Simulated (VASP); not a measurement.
A run of VASP 6.6.1 is set up as follows.

File INCAR:

```
PREC     = Accurate       # precision mode
ENCUT    = 520            # plane-wave cutoff, eV
EDIFF    = 1E-7           # SCF threshold, eV
ISMEAR   = -1             # smearing method
SIGMA    = 0.1            # smearing width, eV
LREAL    = False          # projectors in reciprocal space
LASPH    = True           # aspherical terms in the spheres
NELM     = 100            # most SCF steps
ALGO     = Normal         # electronic algorithm
ISIF     = 2              # what is computed and relaxed
LWAVE    = False          # write WAVECAR
LCHARG   = True           # write CHGCAR
GGA      = RP             # functional
LELF     = True           # ELF
LVHAR    = True         
NBANDS   = 14             # bands
```

The input KPOINTS:

```
Automatic mesh
0
Gamma
  13 13 4
```

POSCAR

```
Li
1.0
    3.1018338794      0.0000000000      0.0000000000
   -1.5509169397      2.6862669378      0.0000000000
    0.0000000000      0.0000000000     10.1095424640
Li
4
Direct
    0.0000000000      0.0000000000      0.0000000000
    0.0000000000      0.0000000000      0.5000000000
    0.3333333333      0.6666666667      0.2500000000
    0.6666666667      0.3333333333      0.7500000000
```

Potentials or basis: VASP PAW PBE potentials, release 64 (Li_sv).

Command:

```console
$ cat potpaw_PBE.64/Li_sv/POTCAR > POTCAR
$ mpirun -np 1 vasp_std > vasp.out
```

Predict the band gap on the k mesh.

zero (bands 6 and 7 overlap by 4.03 eV).
